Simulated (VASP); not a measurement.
# BN (kpbe) (F-43m) in VASP: notebook

The runs below take BN (kpbe) through single point, with PBE.

All numbers are computed with VASP 6.6.1; they aren't measurements. Logs are shortened: lines on timing, memory, paths and dates and some standing lists are left out, and cuts for length are marked.

## Step 1: The cell of the first run

The structure is cubic, space group F-43m (No. 216). Conventional cell: a = 3.626 Å, b = 3.626 Å, c = 3.626 Å, α = 90.00°, β = 90.00°, γ = 90.00°. B (site symmetry -43m) has 4 N at 1.57 Å within 2.1 Å. Within 2.1 Å of N (site symmetry -43m) lie 4 B at 1.57 Å.

## Step 2: Single point, PBE

INCAR

```
SYSTEM = BN
ALGO = Normal
EDIFF = 1E-6
ENCUT = 520
GGA = PE
ISIF = 2
ISMEAR = 0
LASPH = .TRUE.
LCHARG = .FALSE.
LREAL = .FALSE.
LWAVE = .FALSE.
NBANDS = 11
NELM = 80
PREC = Accurate
SIGMA = 0.1
```

KPOINTS

```
k-points
0
G
  8 8 8
  0 0 0
```

POSCAR

```
BN
1.0
    0.0000000000      1.8130010000      1.8130010000
    1.8130010000      0.0000000000      1.8130010000
    1.8130010000      1.8130010000      0.0000000000
B N
1 1
Direct
    0.0000000000      0.0000000000      0.0000000000
    0.2500000000      0.2500000000      0.2500000000
```

Potentials or basis: VASP PAW PBE potentials, release 64 (B, N).

Launch:

```console
$ cat potpaw_PBE.64/B/POTCAR potpaw_PBE.64/N/POTCAR > POTCAR
$ mpirun -np 1 vasp_std > vasp.out
```

OUTCAR:

```text
SYSTEM = BN
   EDIFF = 1E-6
   ENCUT = 520
   GGA = PE
   ISIF = 2
   ISMEAR = 0
   LASPH = .TRUE.
   LREAL = .FALSE.
   NELM = 80
   PREC = Accurate

 ion  position               nearest neighbor table
   1  0.000  0.000  0.000-   2 1.57   2 1.57   2 1.57   2 1.57
   2  0.250  0.250  0.250-   1 1.57   1 1.57   1 1.57   1 1.57

  LATTYP: Found a face centered cubic cell.
 ALAT       =     3.6260020000

  Lattice vectors:

 A1 = (   0.0000000000,   1.8130010000,   1.8130010000)
 A2 = (   1.8130010000,   0.0000000000,   1.8130010000)
 A3 = (   1.8130010000,   1.8130010000,   0.0000000000)

Analysis of symmetry for initial positions (statically):
=====================================================================
 Subroutine PRICEL returns:
 Original cell was already a primitive cell.

 Routine SETGRP: Setting up the symmetry group for a
 face centered cubic supercell.

 Subroutine GETGRP returns: Found 24 space group operations
 (whereof 24 operations were pure point group operations)
 out of a pool of 48 trial point group operations.

The static configuration has the point symmetry T_d .

Analysis of symmetry for dynamics (positions and initial velocities):
=====================================================================
 Subroutine PRICEL returns:
 Original cell was already a primitive cell.

 Routine SETGRP: Setting up the symmetry group for a
 face centered cubic supercell.

 Subroutine GETGRP returns: Found 24 space group operations
 (whereof 24 operations were pure point group operations)
 out of a pool of 48 trial point group operations.

The dynamic configuration has the point symmetry T_d .

 Subroutine INISYM returns: Found 24 space group operations
 (whereof 24 operations are pure point group operations),
 and found     1 'primitive' translations

----------------------------------------------------------------------------------------

                                     Primitive cell

  volume of cell :      11.9186

  direct lattice vectors                    reciprocal lattice vectors
     0.000000000  1.813001000  1.813001000    -0.275785838  0.275785838  0.275785838
     1.813001000  0.000000000  1.813001000     0.275785838 -0.275785838  0.275785838
     1.813001000  1.813001000  0.000000000     0.275785838  0.275785838 -0.275785838

  length of vectors
     2.563970603  2.563970603  2.563970603     0.477675083  0.477675083  0.477675083

  position of ions in fractional coordinates (direct lattice)
     0.000000000  0.000000000  0.000000000
     0.250000000  0.250000000  0.250000000

  ion indices of the primitive-cell ions
   primitive index   ion index
                 1           1
                 2           2

----------------------------------------------------------------------------------------

 KPOINTS: k-points

Automatic generation of k-mesh.
 Grid dimensions read from file:
 generate k-points for:    8    8    8

 Generating k-lattice:

  Cartesian coordinates                     Fractional coordinates (reciprocal lattice)
    -0.034473230  0.034473230  0.034473230     0.125000000  0.000000000  0.000000000
     0.034473230 -0.034473230  0.034473230     0.000000000  0.125000000  0.000000000
     0.034473230  0.034473230 -0.034473230     0.000000000  0.000000000  0.125000000

  Length of vectors
     0.059709385  0.059709385  0.059709385

  Shift w.r.t. Gamma in fractional coordinates (k-lattice)
     0.000000000  0.000000000  0.000000000

 Subroutine IBZKPT returns following result:
 ===========================================

 Found     29 irreducible k-points:

 Following reciprocal coordinates:
            Coordinates               Weight
  0.000000  0.000000  0.000000      1.000000
  0.125000  0.000000  0.000000      8.000000
  0.250000  0.000000  0.000000      8.000000
  0.375000  0.000000  0.000000      8.000000
  0.500000  0.000000  0.000000      4.000000
  0.125000  0.125000  0.000000      6.000000
[... 16 lines left out ...]
  0.500000  0.250000  0.125000     48.000000
 -0.375000  0.250000  0.125000     24.000000
 [... further k-points ...]
   k-points           NKPTS =     29   k-points in BZ     NKDIM =     29   number of bands    NBANDS=     11
   number of dos      NEDOS =    301   number of ions     NIONS =      2
   total plane-waves  NPLWV =   8000
   dimension x,y,z NGX =    20 NGY =   20 NGZ =   20
   dimension x,y,z NGXF=    40 NGYF=   40 NGZF=   40
   ions per type =               1   1
   NGX,Y,Z   is equivalent  to a cutoff of  12.97, 12.97, 12.97 a.u.
   NGXF,Y,Z  is equivalent  to a cutoff of  25.94, 25.94, 25.94 a.u.
 SYSTEM =  BN
   PREC   = accura    normal or accurate (medium, high low for compatibility)
   ISTART =      0    job   : 0-new  1-cont  2-samecut
   ICHARG =      2    charge: 1-file 2-atom 10-const
   ISPIN  =      1    spin polarized calculation?
   LNONCOLLINEAR =      F non collinear calculations
   LSORBIT =      F    spin-orbit coupling
   LASPH  =      T    aspherical Exc in radial PAW
   ENCUT  =  520.0 eV  38.22 Ry    6.18 a.u.   4.77  4.77  4.77*2*pi/ulx,y,z
   NELM   =     80;   NELMIN=  2; NELMDL= -5     # of ELM steps
   EDIFF  = 0.1E-05   stopping-criterion for ELM
   LREAL  =      F    real-space projection
   EDIFFG = 0.1E-04   stopping-criterion for IOM
   NSW    =      0    number of steps for IOM
   IBRION =     -1    ionic relax: 0-MD 1-quasi-New 2-CG
   NFREE  =      0    steps in history (QN), initial steepest desc. (CG)
   ISIF   =      2    stress and relaxation
   ISYM   =      2    0-nonsym 1-usesym 2-fastsym
   POTIM  = 0.5000    time-step for ionic-motion
   TEBEG  =    0.0;   TEEND  =   0.0 temperature during run
   PSTRESS=    0.0 pullay stress
   NELECT =       8.0000    total number of electrons
   NUPDOWN=      -1.0000    fix difference up-down
   EMIN   =  10.00;   EMAX   =-10.00  energy-range for DOS
   EFERMI =   0.00;   METHOD = LEGACY
   ISMEAR =     0;   SIGMA  =   0.10  broadening in eV -4-tet -1-fermi 0-gaus
   EFERMI_NEDOS =   21; number of points for ismear=-14 and -15
   IALGO  =     38    algorithm
   IMIX   =      4    mixing-type and parameters
     AMIX     =   0.40;   BMIX     =  1.00
     AMIX_MAG =   1.60;   BMIX_MAG =  1.00
  volume/ion in A,a.u.               =       5.96        40.22
  Fermi-wavevector in a.u.,A,eV,Ry     =   1.433387  2.708709 27.954506  2.054598
  Thomas-Fermi vector in A             =   2.552911
   LORBIT       =      0    0 simple, 1 ext, 2 COOP (PROOUT), +10 PAW based schemes
   GGA     = PE    functional components
   LHFCALC =     F    Hartree Fock is set to
   AEXX    =    0.0000 exact exchange contribution
   IVDW    =     0    specifies the selected vdW correction
   LEPSILON=     F    determine dielectric tensor
   LRPA    =     F    only Hartree local field effects (RPA)
 non-spin polarized calculation
 Gauss-broadening in eV      SIGMA  =   0.10
  energy-cutoff  :      520.00
  volume of cell :       11.92
 maximum number of plane-waves:       332
   NGX =  9   NGY =  9   NGZ =  9

 number of electron       7.9999999 magnetization

 Free energy of the ion-electron system (eV)
  ---------------------------------------------------
  ext. energy  EPLUGINS =         0.00000000
  ---------------------------------------------------
  free energy    TOTEN  =       -17.45074349 eV

  energy without entropy =      -17.45074349  energy(sigma->0) =      -17.45074349

 E-fermi :   7.6973     XC(G=0): -12.7770

 val. band max:        7.2913106805   @ k =   0.0000   0.0000   0.0000
 cond. band min:      11.7407678132   @ k =   0.5000   0.5000   0.0000
 fundamental gap:      4.4494571327
 Fermi energy:         7.6973311236

 k-point     1 :       0.0000    0.0000    0.0000
  band No.  band energies     occupation
      1     -12.8362      2.00000
      2       7.2913      2.00000
      3       7.2913      2.00000
      4       7.2913      2.00000
      5      16.0676      0.00000
      6      16.0676      0.00000
      7      16.0676      0.00000
      8      17.4927      0.00000
      9      31.8725      0.00000
     10      34.9487      0.00000
     11      34.9487      0.00000

 k-point     2 :       0.1250    0.0000    0.0000
  band No.  band energies     occupation
      1     -12.4600      2.00000
      2       5.4269      2.00000
      3       6.9148      2.00000
      4       6.9148      2.00000
      5      16.4113      0.00000
      6      16.6328      0.00000
      7      16.6328      0.00000
      8      18.6896      0.00000
      9      31.4578      0.00000
     10      31.8534      0.00000
     11      31.8534      0.00000

 k-point     3 :       0.2500    0.0000    0.0000
  band No.  band energies     occupation
      1     -11.3687      2.00000
      2       1.8491      2.00000
      3       6.1739      2.00000
      4       6.1739      2.00000
      5      16.8422      0.00000
      6      17.5747      0.00000
      7      17.5747      0.00000
      8      20.7420      0.00000
      9      30.6257      0.00000
     10      30.8051      0.00000
     11      30.8051      0.00000

 k-point     4 :       0.3750    0.0000    0.0000
  band No.  band energies     occupation
      1      -9.7605      2.00000
      2      -1.5740      2.00000
      3       5.5830      2.00000
      4       5.5830      2.00000
      5      17.1884      0.00000
      6      17.9401      0.00000
      7      17.9401      0.00000
      8      22.0471      0.00000
      9      30.4152      0.00000
     10      32.3104      0.00000
     11      32.3104      0.00000
[... 239 lines left out ...]
 k-point    22 :       0.3750    0.2500    0.1250
  band No.  band energies     occupation
      1     -10.4396      2.00000
      2       1.6219      2.00000
      3       3.3869      2.00000
      4       5.2860      2.00000
      5      15.8115      0.00000
      6      19.0750      0.00000
      7      19.7953      0.00000
      8      20.5234      0.00000
      9      26.6775      0.00000
     10      32.8502      0.00000
     11      34.4653      0.00000

 k-point    23 :       0.5000    0.2500    0.1250
  band No.  band energies     occupation
      1      -8.9388      2.00000
      2      -0.8740      2.00000
      3       2.5748      2.00000
      4       4.3697      2.00000
      5      16.6346      0.00000
      6      18.5855      0.00000
      7      20.9061      0.00000
      8      21.8331      0.00000
      9      27.2826      0.00000
     10      32.3685      0.00000
     11      34.6316      0.00000

 k-point    24 :      -0.3750    0.2500    0.1250
  band No.  band energies     occupation
      1      -7.9668      2.00000
      2      -2.3277      2.00000
      3       2.4999      2.00000
      4       3.8737      2.00000
      5      16.8446      0.00000
      6      18.3807      0.00000
      7      21.5433      0.00000
      8      22.9465      0.00000
      9      26.6588      0.00000
     10      32.9765      0.00000
     11      34.6245      0.00000

 [... further k-points ...]
[... 5 lines left out ...]
  --------------------------------------------------------------------------------------
  -------------------------------------------------------------------------------------
  Total       -0.0117641     -0.0117641     -0.0117641     -0.0000000      0.0000000     -0.0000000
  in kB       -1.5814131     -1.5814131     -1.5814131     -0.0000000      0.0000000     -0.0000000
  external PRESSURE =      -1.5814131 kB  Pullay stress =       0.0000000 kB

 VOLUME and BASIS-vectors are now :
 -----------------------------------------------------------------------------
  energy-cutoff  :      520.00
  volume of cell :       11.92
      direct lattice vectors                 reciprocal lattice vectors
     0.000000000  1.813001000  1.813001000    -0.275785838  0.275785838  0.275785838
     1.813001000  0.000000000  1.813001000     0.275785838 -0.275785838  0.275785838
     1.813001000  1.813001000  0.000000000     0.275785838  0.275785838 -0.275785838

 POSITION                                       TOTAL-FORCE (eV/Angst)
 -----------------------------------------------------------------------------------
      0.00000      0.00000      0.00000         0.000000      0.000000      0.000000
      0.90650      0.90650      0.90650        -0.000000     -0.000000     -0.000000
 -----------------------------------------------------------------------------------
    total drift:                                0.000000      0.000000      0.000000

  FREE ENERGIE OF THE ION-ELECTRON SYSTEM (eV)
  ---------------------------------------------------
  free  energy   TOTEN  =       -17.4507434887 eV

  energy  without entropy=      -17.4507434887  energy(sigma->0) =      -17.45074349
```

Wall time 3 s (1 thread of Intel Xeon Platinum 8375C at 2.90GHz (Ice Lake), shared host); peak memory 0.11 GiB.

What came out:

```
Free energy            : -17.4507 eV
Pressure               : -0.2 GPa
Band gap on the k mesh : 4.45 eV, indirect (least direct gap 8.78 eV)
```

A k mesh can miss the band edges. A hybrid or GW would open this gap; PBE tends to underestimate it.

## Step 3: Single point, PBE

INCAR

```
SYSTEM = BN
PREC = Accurate
ENCUT = 520
EDIFF = 1E-6
ISMEAR = 0
SIGMA = 0.02
LREAL = .FALSE.
LASPH = .TRUE.
NELM = 80
ALGO = Normal
ISIF = 2
LWAVE = .FALSE.
LCHARG = .TRUE.
GGA = PE
LELF = .TRUE.
LVHAR = .TRUE.
NBANDS = 11
```

KPOINTS

```
Automatic mesh
0
G
  12 12 12
  0 0 0
```

POSCAR

```
BN
1.0
    0.0000000000      1.8120428297      1.8120428297
    1.8120428297      0.0000000000      1.8120428297
    1.8120428297      1.8120428297      0.0000000000
B N
1 1
Direct
    0.0000000000      0.0000000000      0.0000000000
    0.2500000000      0.2500000000      0.2500000000
```

Potentials or basis: VASP PAW PBE potentials, release 64 (B, N).

Launch:

```console
$ cat potpaw_PBE.64/B/POTCAR potpaw_PBE.64/N/POTCAR > POTCAR
$ mpirun -np 1 vasp_std > vasp.out
```

Wall time 5.9 s (1 thread of Intel Xeon Platinum 8375C at 2.90GHz (Ice Lake), shared host); peak memory 0.12 GiB.

The run converged. Its results:

```
Free energy            : -17.4510 eV
Pressure               : 0.4 GPa
Band gap on the k mesh : 4.45 eV, indirect (least direct gap 8.78 eV)
```

Levels at points of the mesh, in eV from the valence-band top:
| k point | band 1 | band 2 | band 3 | band 4 | band 5 | band 6 | band 7 | band 8 |
| --- | --- | --- | --- | --- | --- | --- | --- | --- |
| (0.00, 0.00, 0.00) | -20.15 | 0.00 | 0.00 | 0.00 | 8.78 | 8.78 | 8.78 | 10.23 |
| (0.50, 0.00, 0.00) | -15.96 | -10.62 | -1.93 | -1.93 | 10.05 | 10.66 | 10.66 | 15.18 |
| (0.50, 0.50, 0.00) | -14.61 | -8.87 | -4.87 | -4.87 | 4.45 | 9.19 | 17.80 | 17.80 |

A k mesh can miss the band edges. A hybrid or GW would open this gap; PBE tends to underestimate it.
